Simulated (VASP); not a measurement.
MgCd3Te4:

```
Mg Cd Te
1.0
     4.66058    0.00000    0.00000
    -2.33029    4.03618    0.00000
     0.00000    0.00000   15.23766
Mg Cd Te
1 3 4
Cartesian
  0.0000 2.6908 7.5774
  0.0000 2.6908 15.2215
  2.3303 1.3454 3.8302
  2.3303 1.3454 11.3849
  0.0000 2.6908 2.8543
  0.0000 2.6908 10.4059
  2.3303 1.3454 6.6995
  2.3303 1.3454 14.2528
```

Base run:

- Program: VASP 6.6.1
- Functional: r2SCAN
- Potentials or basis: VASP PAW PBE potentials, release 64 (Mg, Cd, Te)
- Cutoff: 520 eV
- k mesh: 6 × 6 × 2
- Occupations: gaussian, width 0.02 eV
- Spin: no spin polarisation

Its results: band gap on the k mesh 1.41 eV; pressure -0.9 GPa; largest force 0.011 eV/Å.

**Question.** The run is repeated on the same cell with these changes: functional from r2SCAN to PBE. What comes out?

**Answer.** Band gap on the k mesh 0.90 eV; pressure 0.1 GPa; largest force 0.016 eV/Å.

Caveats: spin-orbit coupling is left out, which moves the levels of the heavy elements; the PAW data sets were made with another functional, which shifts forces and pressure a little (at least some runs).

